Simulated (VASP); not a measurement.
# AlNi (zincblende type) (F-43m) in VASP: notebook

AlNi (zincblende type) is run at these levels: PBE; tasks: relaxation of cell and atoms.

All numbers are computed with VASP 6.6.1; they aren't measurements. Logs are shortened: lines on timing, memory, paths and dates and some standing lists are left out, and cuts for length are marked.

### 1 The cell of the first run

It takes space group F-43m (No. 216, cubic). The conventional cell has a = 4.241 Å, b = 4.241 Å, c = 4.241 Å, α = 90.00°, β = 90.00°, γ = 90.00°. Within 2.4 Å of Ni (site symmetry -43m) lie 4 Al at 1.84 Å. Al (site symmetry -43m) has 4 Ni at 1.84 Å within 2.4 Å.

### 2 Relaxation of cell and atoms, PBE, target pressure 140 GPa, at which the enthalpy is minimised

INCAR reads:

```
PREC = Accurate ; ENCUT = 600
EDIFF = 1E-7 ; ISMEAR = -1
SIGMA = 0.05 ; LREAL = F
LASPH = T ; NELM = 60
ALGO = Normal ; ISIF = 3
LWAVE = F ; LCHARG = F
GGA = PE ; IBRION = 2
NSW = 60 ; EDIFFG = -0.005
PSTRESS = 1400.0
```

KPOINTS reads:

```
Automatic mesh
0
Gamma
  14 14 14
```

POSCAR reads:

```
AlNi
1.0
    0.0000000000      2.1204566942      2.1204566942
    2.1204566942      0.0000000000      2.1204566942
    2.1204566942      2.1204566942      0.0000000000
Ni Al
1 1
Direct
    0.0000000000      0.0000000000      0.0000000000
    0.2500000000      0.2500000000      0.2500000000
```

Potentials or basis: VASP PAW PBE potentials, release 64 (Ni, Al).

Started as:

```sh
> cat potpaw_PBE.64/Ni/POTCAR potpaw_PBE.64/Al/POTCAR > POTCAR
> mpirun -np 1 vasp_std > vasp.out
```

OUTCAR:

```text
PREC = Accurate
   ENCUT = 600
   EDIFF = 1E-7
   ISMEAR = -1
   LREAL = F
   LASPH = T
   NELM = 60
   ISIF = 3
   GGA = PE
   IBRION = 2
   NSW = 60
   EDIFFG = -0.005
   PSTRESS = 1400.0

 ion  position               nearest neighbor table
   1  0.000  0.000  0.000-   2 1.84   2 1.84   2 1.84   2 1.84
   2  0.250  0.250  0.250-   1 1.84   1 1.84   1 1.84   1 1.84

  LATTYP: Found a face centered cubic cell.
 ALAT       =     4.2409133884

  Lattice vectors:

 A1 = (   0.0000000000,   2.1204566942,   2.1204566942)
 A2 = (   2.1204566942,   0.0000000000,   2.1204566942)
 A3 = (   2.1204566942,   2.1204566942,   0.0000000000)

Analysis of symmetry for initial positions (statically):
=====================================================================
 Subroutine PRICEL returns:
 Original cell was already a primitive cell.

 Routine SETGRP: Setting up the symmetry group for a
 face centered cubic supercell.

 Subroutine GETGRP returns: Found 24 space group operations
 (whereof 24 operations were pure point group operations)
 out of a pool of 48 trial point group operations.

The static configuration has the point symmetry T_d .

Analysis of symmetry for dynamics (positions and initial velocities):
=====================================================================
 Subroutine PRICEL returns:
 Original cell was already a primitive cell.

 Routine SETGRP: Setting up the symmetry group for a
 face centered cubic supercell.

 Subroutine GETGRP returns: Found 24 space group operations
 (whereof 24 operations were pure point group operations)
 out of a pool of 48 trial point group operations.

The dynamic configuration has the point symmetry T_d .

 Subroutine INISYM returns: Found 24 space group operations
 (whereof 24 operations are pure point group operations),
 and found     1 'primitive' translations

----------------------------------------------------------------------------------------

                                     Primitive cell

  volume of cell :      19.0686

  direct lattice vectors                    reciprocal lattice vectors
     0.000000000  2.120456694  2.120456694    -0.235798261  0.235798261  0.235798261
     2.120456694  0.000000000  2.120456694     0.235798261 -0.235798261  0.235798261
     2.120456694  2.120456694  0.000000000     0.235798261  0.235798261 -0.235798261

  length of vectors
     2.998778615  2.998778615  2.998778615     0.408414568  0.408414568  0.408414568

  position of ions in fractional coordinates (direct lattice)
     0.000000000  0.000000000  0.000000000
     0.250000000  0.250000000  0.250000000
[... 96 lines left out ...]
     AMIX     =   0.40;   BMIX     =  1.00
     AMIX_MAG =   1.60;   BMIX_MAG =  1.00
  volume/ion in A,a.u.               =       9.53        64.34
  Fermi-wavevector in a.u.,A,eV,Ry     =   1.440843  2.722798 28.246068  2.076027
  Thomas-Fermi vector in A             =   2.559541
   LORBIT       =      0    0 simple, 1 ext, 2 COOP (PROOUT), +10 PAW based schemes
   GGA     = PE    functional components
   LHFCALC =     F    Hartree Fock is set to
   AEXX    =    0.0000 exact exchange contribution
   IVDW    =     0    specifies the selected vdW correction
   LEPSILON=     F    determine dielectric tensor
   LRPA    =     F    only Hartree local field effects (RPA)
 conjugate gradient relaxation of ions
 non-spin polarized calculation
  energy-cutoff  :      600.00
  volume of cell :       19.07
 maximum number of plane-waves:       648
   NGX = 11   NGY = 11   NGZ = 11

--------------------------------------- Ionic step        1  -------------------------------------------

 number of electron      13.0000010 magnetization

 Free energy of the ion-electron system (eV)
  ---------------------------------------------------
  ext. energy  EPLUGINS =         0.00000000
  ---------------------------------------------------
  free energy    TOTEN  =        -1.93228934 eV

  energy without entropy =       -1.92711368  energy(sigma->0) =       -1.92970151

------------------------ aborting loop because EDIFF is reached ----------------------------------------

  FORCE on cell =-STRESS in cart. coord.  units (eV):
  Direction    XX          YY          ZZ          XY          YZ          ZX
  --------------------------------------------------------------------------------------
  -------------------------------------------------------------------------------------
  Total       22.4620129     22.4620129     22.4620129     -0.0000000     -0.0000000      0.0000000
  in kB     1887.3004200   1887.3004200   1887.3004200     -0.0000000     -0.0000000      0.0000000
  external PRESSURE =     487.3004200 kB  Pullay stress =    1400.0000000 kB
[... 25 lines left out ...]
--------------------------------------- Ionic step        2  -------------------------------------------

 number of electron      12.9999991 magnetization

 E-fermi :   7.4764     XC(G=0): -10.9973

 val. band max:        7.4540596681   @ k =  -0.4286   0.3571   0.1429
 cond. band min:       7.4972759747   @ k =   0.3571   0.0000   0.0000
 fundamental gap:      0.0432163067
 Fermi energy:         7.4763565487

 k-point     1 :       0.0000    0.0000    0.0000
  band No.  band energies     occupation
      1      -1.9356      2.00000
      2       4.7050      2.00000
      3       4.7050      2.00000
      4       4.7050      2.00000
      5       5.4549      2.00000
      6       5.4549      2.00000
      7      15.6674      0.00000
      8      15.6675      0.00000
      9      15.6675      0.00000
     10      17.3235      0.00000
[... 370 lines left out ...]
  energy  without entropy=       -3.8919131138  energy(sigma->0) =       -3.89471992

  enthalpy is  TOTEN    =        14.4893041169 eV   P V=       18.3868308385

[... ionic steps 4 to 13 ...]

--------------------------------------- Ionic step       14  -------------------------------------------

 number of electron      12.9999991 magnetization

------------------------ aborting loop because EDIFF is reached ----------------------------------------
[... 71 lines left out ...]
--------------------------------------- Ionic step       16  -------------------------------------------

 number of electron      12.9999992 magnetization

 Free energy of the ion-electron system (eV)
  ---------------------------------------------------
  ext. energy  EPLUGINS =         0.00000000
  ---------------------------------------------------
  free energy    TOTEN  =        -3.67436655 eV

  energy without entropy =       -3.66883713  energy(sigma->0) =       -3.67160184

 E-fermi :  11.7721     XC(G=0): -12.4922

 val. band max:       11.7598583545   @ k =  -0.4286   0.3571   0.1429
 cond. band min:      11.8349587377   @ k =   0.5000   0.2857   0.0714
 fundamental gap:      0.0751003832
 Fermi energy:        11.7721424030

 k-point     1 :       0.0000    0.0000    0.0000
  band No.  band energies     occupation
      1       0.1382      2.00000
      2       7.6711      2.00000
      3       7.6711      2.00000
      4       7.6711      2.00000
      5       8.5348      2.00000
      6       8.5348      2.00000
      7      21.0641      0.00000
      8      21.0641      0.00000
      9      21.0641      0.00000
     10      24.6139      0.00000
[... 332 lines left out ...]
  energy  without entropy=       -3.6688371260  energy(sigma->0) =       -3.67160184

  enthalpy is  TOTEN    =        14.4841466019 eV   P V=       18.1585131497

 reached required accuracy - stopping structural energy minimisation
```

OSZICAR:

```text
N       E                     dE             d eps       ncg     rms          rms(c)
DAV:   1     0.556750332426E+02    0.55675E+02   -0.66126E+03  2104   0.166E+03
DAV:   2    -0.503543213886E+00   -0.56179E+02   -0.53601E+02  2092   0.231E+02
[... 119 lines left out ...]
  15 F= 0.14484150E+02 E0= 0.14486914E+02  d E =-.184253E-04
       N       E                     dE             d eps       ncg     rms          rms(c)
DAV:   1    -0.367441145876E+01   -0.86983E-02   -0.65860E-04  2274   0.546E-01    0.579E-02
DAV:   2    -0.367440581011E+01    0.56486E-05   -0.91769E-04  2282   0.621E-01    0.451E-02
DAV:   3    -0.367436806516E+01    0.37745E-04   -0.26292E-04  2276   0.338E-01    0.897E-03
DAV:   4    -0.367436648871E+01    0.15764E-05   -0.27503E-06  2664   0.219E-02    0.157E-03
DAV:   5    -0.367436654773E+01   -0.59018E-07   -0.12198E-07  1052   0.621E-03
  16 F= 0.14484147E+02 E0= 0.14486911E+02  d E =-.221851E-04
```

CONTCAR:

```text
AlNi
   1.00000000000000
     0.0000000000000000    2.1821148859014641    2.1821148859014641
     2.1821148859014641   -0.0000000000000000    2.1821148859014641
     2.1821148859014641    2.1821148859014641    0.0000000000000001
  Ni              Al
     1     1
Direct
     0.0000000000000000    0.0000000000000000    0.0000000000000000
     0.2500000000000000    0.2500000000000000    0.2500000000000000

  0.00000000E+00  0.00000000E+00  0.00000000E+00
  0.00000000E+00  0.00000000E+00  0.00000000E+00
```

It took 1.8 min on 1 thread of Intel Xeon Platinum 8488C (Sapphire Rapids), shared host; peak memory 0.16 GiB.

Results:

- Free energy: -3.6744 eV
- Relaxed volume: 10.39 Å³/atom
- Relaxed cell: a = 3.086 Å, b = 3.086 Å, c = 3.086 Å, α = 60.00°, β = 60.00°, γ = 60.00°
- Space group after relaxing (to 0.05 Å): F-43m (No. 216)
- Energy change on relaxing (the enthalpy is what falls): -871.0 meV/atom
- Ionic steps: 16
- Pressure after relaxing: 140.0 GPa

Step by step:
```csv
step,energy change (eV),largest force (eV/Å),pressure (GPa),volume (Å³)
1,0.0000,0.0000,188.73,19.07
2,-5.4110,0.0000,37.95,28.24
3,-1.9652,0.0000,133.80,21.04
4,-1.7521,0.0000,139.68,20.79
5,-1.7211,0.0000,140.54,20.76
6,-1.7220,0.0000,140.51,20.76
7,-1.7248,0.0000,140.43,20.76
8,-1.7248,0.0000,140.42,20.76
9,-1.7249,0.0000,140.40,20.76
10,-1.7250,0.0000,140.37,20.76
11,-1.7253,0.0000,140.29,20.76
12,-1.7258,0.0000,140.41,20.76
13,-1.7269,0.0000,140.38,20.76
14,-1.7291,0.0000,140.32,20.77
15,-1.7334,0.0000,140.19,20.77
16,-1.7421,0.0000,139.95,20.78
```

Final structure:
```
Ni Al
1.0
     0.00000    2.18211    2.18211
     2.18211    0.00000    2.18211
     2.18211    2.18211    0.00000
Ni Al
1 1
Direct
  0.00000 0.00000 0.00000
  0.25000 0.25000 0.25000
```

Caveat: the cell is relaxed towards a set pressure, so the enthalpy falls and the energy may rise. Spin polarisation is off, so any magnetic state and its effect on volume and gap are missing.

### 3 Relaxation of cell and atoms, PBE, target pressure 140 GPa, at which the enthalpy is minimised

This run uses another cell than the first one, of 10.38 Å³/atom, 1.089 times its volume.

INCAR reads:

```
SYSTEM = AlNi
ALGO = Normal
EDIFF = 1E-6
EDIFFG = -0.005
ENCUT = 600
GGA = PE
IBRION = 2
ISIF = 3
ISMEAR = -1
LASPH = .True.
LCHARG = .False.
LREAL = .False.
LWAVE = .False.
NELM = 100
NSW = 32
PREC = Accurate
PSTRESS = 1400.0
SIGMA = 0.05
```

KPOINTS reads:

```
k-points
0
Gamma
  14 14 14
  0 0 0
```

POSCAR reads:

```
AlNi
1.0
    0.0000000000      2.1815155824      2.1815155824
    2.1815155824      0.0000000000      2.1815155824
    2.1815155824      2.1815155824      0.0000000000
Ni Al
1 1
Direct
    0.0000000000      0.0000000000      0.0000000000
    0.2500000000      0.2500000000      0.2500000000
```

Potentials or basis: VASP PAW PBE potentials, release 64 (Ni, Al).

Started as:

```sh
> cat potpaw_PBE.64/Ni/POTCAR potpaw_PBE.64/Al/POTCAR > POTCAR
> mpirun -np 1 vasp_std > vasp.out
```

Run time: 50 s. Hardware: 1 thread of Intel Xeon Platinum 8488C (Sapphire Rapids), shared host; peak memory 0.18 GiB.

It converged, with:

```yaml
Free_energy: -3.6722 eV
Relaxed_volume: 10.39 Å³/atom
Relaxed_cell: a = 3.086 Å, b = 3.086 Å, c = 3.086 Å, α = 60.00°, β = 60.00°, γ = 60.00°
Space_group_after_relaxing_to_0.05_Å: F-43m (No. 216)
Energy_change_on_relaxing_the_enthalpy_is_what_falls: -6.0 meV/atom
Ionic_steps: 3
Pressure_after_relaxing: 140.0 GPa
```

The path:
```tsv
step	energy change (eV)	largest force (eV/Å)	pressure (GPa)	volume (Å³)
1	0.0000	0.0000	140.34	20.76
2	-0.0578	0.0000	138.74	20.83
3	-0.0120	0.0000	140.03	20.78
```

Final structure:
```
Ni Al
1.0
     0.00000    2.18200    2.18200
     2.18200    0.00000    2.18200
     2.18200    2.18200    0.00000
Ni Al
1 1
Direct
  0.00000 0.00000 0.00000
  0.25000 0.25000 0.25000
```

Levels at points of the mesh, in eV from the Fermi level:
```tsv
k point	band 2	band 3	band 4	band 5	band 6	band 7	band 8	band 9	band 10
(0.00, 0.00, 0.00)	-4.10	-4.10	-4.10	-3.24	-3.24	9.29	9.29	9.29	12.84
(0.50, 0.00, 0.00)	-5.74	-4.06	-4.06	-2.86	-2.86	-1.75	7.52	7.52	11.19
(0.50, 0.50, 0.00)	-5.09	-3.67	-2.88	-2.88	-2.62	-0.50	2.53	2.53	6.84
```

Caveat: the cell is relaxed towards a set pressure, so the enthalpy falls and the energy may rise. Spin polarisation is off, so any magnetic state and its effect on volume and gap are missing.
